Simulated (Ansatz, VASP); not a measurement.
**One calculation of Nb, two programs**

```
CELL_PARAMETERS angstrom
-1.60282 1.60282 1.60282
1.60282 -1.60282 1.60282
1.60282 1.60282 -1.60282
ATOMIC_POSITIONS crystal
Nb 0.00000 0.00000 0.00000
```

Alike in both runs: task single point; functional PBEsol; k mesh 18 × 18 × 18; occupations gaussian, width 0.1 eV; no spin polarisation.

|  | VASP | Ansatz |
| --- | --- | --- |
| version | VASP 6.6.1 | Ansatz 0.2.0 |
| potentials or method | VASP PAW PBE potentials, release 64 (Nb_sv), cutoff 520 eV | scalar-relativistic, plane waves, PAW |
| valence electrons in the cell | 13 | 13 |

|  | VASP | Ansatz | Ansatz less VASP |
| --- | --- | --- | --- |
| gap on the k mesh at the Fermi level (eV) | none | none | - |
| pressure (GPa) | 12.0 | 12.4 | +0.33 |

VASP's potentials were made for PBE, not for PBEsol. A gap of «none» marks a metal or a gap that the smearing closes. The functional is the same, so the differences come from potentials, cutoffs and numerics.
